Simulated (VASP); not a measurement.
# MoS2 (P6_3/mmc) in VASP: notebook

Aim: see how the results for MoS2 move with the level of theory and the settings. Levels: PBEsol, PBE, revPBE+D4. Tasks: single point, relaxation of shape and atoms at fixed volume.

Everything below comes from runs of VASP 6.6.1. Logs are shortened: lines on timing, memory, paths and dates and some standing lists are left out, and cuts for length are marked.

**Experimental background.**

From “Multiwavelength excitation Raman Scattering Analysis of bulk and 2 dimensional MoS2: Vibrational properties of atomically thin MoS2 layers”, 2015, arxiv:1506.03228, for a bulk crystal of MoS2 at 300 K: band gap 1.3 eV (indirect).

How close the calculation comes is told below.

## (1) The cell of the first run

It takes space group P6_3/mmc (No. 194, hexagonal). The conventional cell has a = 3.137 Å, b = 3.137 Å, c = 12.409 Å, α = 90.00°, β = 90.00°, γ = 120.00°. Within 3.2 Å of Mo (site symmetry -6m2) lie 6 S at 2.39 Å and 6 Mo at 3.14 Å. Within 3.2 Å of S (site symmetry 3m) lie 3 Mo at 2.39 Å and 7 S at 3.12 to 3.14 Å.

## (2) Single point, PBEsol, collinear spin (17.63 Å³/atom)

The input, INCAR:

```
PREC = Accurate
ENCUT = 500
EDIFF = 1E-6
ISMEAR = 0
SIGMA = 0.05
LREAL = False
LASPH = True
NELM = 200
ALGO = Normal
ISIF = 2
LWAVE = False
LCHARG = False
ISPIN = 2
MAGMOM = 0.05 0.05 0 0 0 0
LORBIT = 11
LMAXMIX = 4
GGA = PS
NBANDS = 39
GGA_COMPAT = False
```

The input, KPOINTS:

```
regular mesh
0
Gamma
  8 8 2
```

The input, POSCAR:

```
MoS2
1.0
    3.1374253987      0.0000000000      0.0000000000
   -1.5687126994      2.7170900977      0.0000000000
    0.0000000000      0.0000000000     12.4085300260
Mo S
2 4
Direct
    0.3333333333      0.6666666667      0.2500000000
    0.6666666667      0.3333333333      0.7500000000
    0.3333333333      0.6666666667      0.6242556346
    0.6666666667      0.3333333333      0.1242556346
    0.3333333333      0.6666666667      0.8757443654
    0.6666666667      0.3333333333      0.3757443654
```

Potentials or basis: VASP PAW PBE potentials, release 64 (Mo_sv, S).

On the command line:

```sh
$ cat potpaw_PBE.64/Mo_sv/POTCAR potpaw_PBE.64/S/POTCAR > POTCAR
$ mpirun -np 1 vasp_std > vasp.out
```

OUTCAR:

```text
PREC = Accurate
   ENCUT = 500
   EDIFF = 1E-6
   ISMEAR = 0
   LREAL = False
   LASPH = True
   NELM = 200
   ISIF = 2
   ISPIN = 2
   LORBIT = 11
   GGA = PS

 ion  position               nearest neighbor table
   1  0.333  0.667  0.250-   4 2.39   6 2.39   4 2.39   6 2.39   4 2.39   6 2.39
   2  0.667  0.333  0.750-   3 2.39   5 2.39   3 2.39   5 2.39   3 2.39   5 2.39
   3  0.333  0.667  0.624-   2 2.39   2 2.39   2 2.39
   4  0.667  0.333  0.124-   1 2.39   1 2.39   1 2.39
   5  0.333  0.667  0.876-   2 2.39   2 2.39   2 2.39
   6  0.667  0.333  0.376-   1 2.39   1 2.39   1 2.39

  LATTYP: Found a hexagonal cell.
 ALAT       =     3.1374253987
 C/A-ratio  =     3.9550040078

  Lattice vectors:

 A1 = (   3.1374253987,   0.0000000000,   0.0000000000)
 A2 = (  -1.5687126994,   2.7170900977,   0.0000000000)
 A3 = (   0.0000000000,   0.0000000000,  12.4085300260)

Analysis of symmetry for initial positions (statically):
=====================================================================
 Subroutine PRICEL returns:
 Original cell was already a primitive cell.

 Routine SETGRP: Setting up the symmetry group for a
 hexagonal supercell.

 Subroutine GETGRP returns: Found 24 space group operations
 (whereof 12 operations were pure point group operations)
 out of a pool of 24 trial point group operations.

The static configuration has the point symmetry D_3d.
 The point group associated with its full space group is D_6h.

Analysis of symmetry for dynamics (positions and initial velocities):
=====================================================================
 Subroutine PRICEL returns:
 Original cell was already a primitive cell.

 Routine SETGRP: Setting up the symmetry group for a
 hexagonal supercell.

 Subroutine GETGRP returns: Found 24 space group operations
 (whereof 12 operations were pure point group operations)
 out of a pool of 24 trial point group operations.

The dynamic configuration has the point symmetry D_3d.
 The point group associated with its full space group is D_6h.

Analysis of structural, dynamic, and magnetic symmetry:
=====================================================================
 Subroutine PRICEL returns:
 Original cell was already a primitive cell.

 Routine SETGRP: Setting up the symmetry group for a
 hexagonal supercell.

 Subroutine GETGRP returns: Found 24 space group operations
 (whereof 12 operations were pure point group operations)
 out of a pool of 24 trial point group operations.

The overall configuration has the point symmetry D_3d.
 The point group associated with its full space group is D_6h.

 Subroutine INISYM returns: Found 24 space group operations
 (whereof 12 operations are pure point group operations),
 and found     1 'primitive' translations

----------------------------------------------------------------------------------------

                                     Primitive cell

  volume of cell :     105.7786

  direct lattice vectors                    reciprocal lattice vectors
     3.137425399  0.000000000  0.000000000     0.318732678  0.184020398  0.000000000
    -1.568712699  2.717090098  0.000000000     0.000000000  0.368040795  0.000000000
     0.000000000  0.000000000 12.408530026     0.000000000  0.000000000  0.080589723

  length of vectors
     3.137425399  3.137425399 12.408530026     0.368040795  0.368040795  0.080589723

  position of ions in fractional coordinates (direct lattice)
     0.333333333  0.666666667  0.250000000
     0.666666667  0.333333333  0.750000000
     0.333333333  0.666666667  0.624255635
     0.666666667  0.333333333  0.124255635
     0.333333333  0.666666667  0.875744365
     0.666666667  0.333333333  0.375744365

  ion indices of the primitive-cell ions
   primitive index   ion index
                 1           1
                 2           2
                 3           3
                 4           4
                 5           5
                 6           6

----------------------------------------------------------------------------------------

 KPOINTS: regular mesh

Automatic generation of k-mesh.
 Grid dimensions read from file:
 generate k-points for:    8    8    2

 Generating k-lattice:

  Cartesian coordinates                     Fractional coordinates (reciprocal lattice)
     0.039841585  0.023002550  0.000000000     0.125000000  0.000000000  0.000000000
     0.000000000  0.046005099  0.000000000     0.000000000  0.125000000  0.000000000
     0.000000000  0.000000000  0.040294862     0.000000000  0.000000000  0.500000000

  Length of vectors
     0.046005099  0.046005099  0.040294862

  Shift w.r.t. Gamma in fractional coordinates (k-lattice)
     0.000000000  0.000000000  0.000000000

 Subroutine IBZKPT returns following result:
 ===========================================

 Found     20 irreducible k-points:

 Following reciprocal coordinates:
            Coordinates               Weight
  0.000000  0.000000  0.000000      1.000000
  0.125000  0.000000  0.000000      6.000000
  0.250000  0.000000  0.000000      6.000000
  0.375000  0.000000  0.000000      6.000000
  0.500000  0.000000  0.000000      3.000000
  0.125000  0.125000  0.000000      6.000000
[... 12 lines left out ...]
  0.250000  0.250000  0.500000      6.000000
  0.375000  0.250000  0.500000      6.000000
   k-points           NKPTS =     20   k-points in BZ     NKDIM =     20   number of bands    NBANDS=     39
   number of dos      NEDOS =    301   number of ions     NIONS =      6
   total plane-waves  NPLWV =  51840
   dimension x,y,z NGX =    24 NGY =   24 NGZ =   90
   dimension x,y,z NGXF=    48 NGYF=   48 NGZF=  180
   ions per type =               2   4
   NGX,Y,Z   is equivalent  to a cutoff of  12.72, 12.72, 12.06 a.u.
   NGXF,Y,Z  is equivalent  to a cutoff of  25.43, 25.43, 24.12 a.u.
 SYSTEM =  unknown system
   PREC   = accura    normal or accurate (medium, high low for compatibility)
   ISTART =      0    job   : 0-new  1-cont  2-samecut
   ICHARG =      2    charge: 1-file 2-atom 10-const
   ISPIN  =      2    spin polarized calculation?
   LNONCOLLINEAR =      F non collinear calculations
   LSORBIT =      F    spin-orbit coupling
   LASPH  =      T    aspherical Exc in radial PAW
   ENCUT  =  500.0 eV  36.75 Ry    6.06 a.u.   5.72  5.72 22.62*2*pi/ulx,y,z
   NELM   =    200;   NELMIN=  2; NELMDL= -5     # of ELM steps
   EDIFF  = 0.1E-05   stopping-criterion for ELM
   LREAL  =      F    real-space projection
[... 7 lines left out ...]
   TEBEG  =    0.0;   TEEND  =   0.0 temperature during run
   PSTRESS=    0.0 pullay stress
   NELECT =      52.0000    total number of electrons
   NUPDOWN=      -1.0000    fix difference up-down
   EMIN   =  10.00;   EMAX   =-10.00  energy-range for DOS
   EFERMI =   0.00;   METHOD = LEGACY
   ISMEAR =     0;   SIGMA  =   0.05  broadening in eV -4-tet -1-fermi 0-gaus
   EFERMI_NEDOS =   21; number of points for ismear=-14 and -15
   IALGO  =     38    algorithm
   IMIX   =      4    mixing-type and parameters
     AMIX     =   0.40;   BMIX     =  1.00
     AMIX_MAG =   1.60;   BMIX_MAG =  1.00
  volume/ion in A,a.u.               =      17.63       118.97
  Fermi-wavevector in a.u.,A,eV,Ry     =   1.292042  2.441606 22.713198  1.669373
  Thomas-Fermi vector in A             =   2.423775
   LORBIT       =     11    0 simple, 1 ext, 2 COOP (PROOUT), +10 PAW based schemes
   GGA     = PS    functional components
   LHFCALC =     F    Hartree Fock is set to
   AEXX    =    0.0000 exact exchange contribution
   IVDW    =     0    specifies the selected vdW correction
   LEPSILON=     F    determine dielectric tensor
   LRPA    =     F    only Hartree local field effects (RPA)
 spin polarized calculation
 Gauss-broadening in eV      SIGMA  =   0.05
  energy-cutoff  :      500.00
  volume of cell :      105.78
 maximum number of plane-waves:      2704
 NGX is ok and might be reduce to    24
   NGX = 11   NGY = 11   NGZ = 45

 number of electron      51.9999996 magnetization       0.0001742

 Free energy of the ion-electron system (eV)
  ---------------------------------------------------
  ext. energy  EPLUGINS =         0.00000000
  ---------------------------------------------------
  free energy    TOTEN  =       -46.90231629 eV

  energy without entropy =      -46.90231629  energy(sigma->0) =      -46.90231629

 E-fermi :   7.8690     XC(G=0): -11.0370

 val. band max:        7.5127902501   @ k =   0.0000   0.0000   0.0000
 cond. band min:       8.5352704998   @ k =   0.2500   0.1250   0.0000
 fundamental gap:      1.0224802497
 Fermi energy:         7.8690426751

 spin component 1

 k-point     1 :       0.0000    0.0000    0.0000
  band No.  band energies     occupation
      1     -53.8119      1.00000
      2     -53.8118      1.00000
      3     -28.0261      1.00000
      4     -28.0260      1.00000
      5     -27.7585      1.00000
      6     -27.7585      1.00000
[... 809 lines left out ...]
     37      15.2273      0.00000
     38      15.2273      0.00000
 Fermi energy:         7.8690426751

 spin component 2

 k-point     1 :       0.0000    0.0000    0.0000
  band No.  band energies     occupation
      1     -53.8118      1.00000
      2     -53.8118      1.00000
      3     -28.0261      1.00000
      4     -28.0260      1.00000
      5     -27.7585      1.00000
      6     -27.7585      1.00000
[... 809 lines left out ...]
     37      15.2274      0.00000
     38      15.2274      0.00000
 [bands above 38 left out]

------------------------ aborting loop because EDIFF is reached ----------------------------------------

  FORCE on cell =-STRESS in cart. coord.  units (eV):
  Direction    XX          YY          ZZ          XY          YZ          ZX
  --------------------------------------------------------------------------------------
  -------------------------------------------------------------------------------------
  Total        0.2564257      0.2564257      0.1570735     -0.0000000     -0.0000000     -0.0000000
  in kB        3.8839557      3.8839557      2.3791158     -0.0000000     -0.0000000     -0.0000000
  external PRESSURE =       3.3823424 kB  Pullay stress =       0.0000000 kB

 VOLUME and BASIS-vectors are now :
 -----------------------------------------------------------------------------
  energy-cutoff  :      500.00
  volume of cell :      105.78
      direct lattice vectors                 reciprocal lattice vectors
     3.137425399  0.000000000  0.000000000     0.318732678  0.184020398  0.000000000
    -1.568712699  2.717090098  0.000000000     0.000000000  0.368040795  0.000000000
     0.000000000  0.000000000 12.408530026     0.000000000  0.000000000  0.080589723

 POSITION                                       TOTAL-FORCE (eV/Angst)
 -----------------------------------------------------------------------------------
     -0.00000      1.81139      3.10213         0.000000      0.000000      0.000000
      1.56871      0.90570      9.30640         0.000000     -0.000000      0.000000
     -0.00000      1.81139      7.74609         0.000000     -0.000000      0.008817
      1.56871      0.90570      1.54183        -0.000000      0.000000      0.008817
     -0.00000      1.81139     10.86670         0.000000     -0.000000     -0.008817
      1.56871      0.90570      4.66244        -0.000000      0.000000     -0.008817
 -----------------------------------------------------------------------------------
    total drift:                               -0.000000      0.000000     -0.000000

  FREE ENERGIE OF THE ION-ELECTRON SYSTEM (eV)
  ---------------------------------------------------
  free  energy   TOTEN  =       -46.9023162886 eV

  energy  without entropy=      -46.9023162886  energy(sigma->0) =      -46.90231629

 total charge

# of ion       s       p       d       tot
------------------------------------------
    1        2.300   6.231   3.996  12.527
    2        2.300   6.231   3.996  12.527
    3        1.358   2.326   0.000   3.684
    4        1.358   2.326   0.000   3.684
    5        1.358   2.326   0.000   3.684
    6        1.358   2.326   0.000   3.684
--------------------------------------------------
tot         10.033  21.767   7.992  39.792

 magnetization (x)

# of ion       s       p       d       tot
------------------------------------------
    1       -0.000  -0.000  -0.000  -0.000
    2       -0.000  -0.000  -0.000  -0.000
    3       -0.000  -0.000   0.000  -0.000
    4       -0.000  -0.000   0.000  -0.000
    5       -0.000  -0.000   0.000  -0.000
    6       -0.000  -0.000   0.000  -0.000
--------------------------------------------------
tot         -0.000  -0.000  -0.000  -0.000
```

Wall time 1.7 min (1 thread of Intel Xeon Platinum 8488C (Sapphire Rapids), shared host); peak memory 0.31 GiB.

What came out:

| Item | Value |
| --- | --- |
| Free energy | -46.9023 eV |
| Pressure | 0.3 GPa |
| Largest force | 0.009 eV/Å |
| Band gap on the k mesh | 1.02 eV (least direct gap 2.03 eV) |
| Net moment | 0.00 μB per cell |
| Valence electrons inside the program's atomic spheres | Mo 12.53; S 3.68 |

Forces in eV/Å, atoms in the order of the input:
```
Mo   0.000  0.000  0.000
Mo   0.000  0.000  0.000
S    0.000  0.000  0.009
S    0.000  0.000  0.009
S    0.000  0.000 -0.009
S    0.000  0.000 -0.009
```

Caveat: the PAW data sets were made with another functional, which shifts forces and pressure a little; this functional lacks dispersion, which binds the layers, so the pressure and a relaxed spacing across them are unreliable.

(Continued in part 2 of 3.)
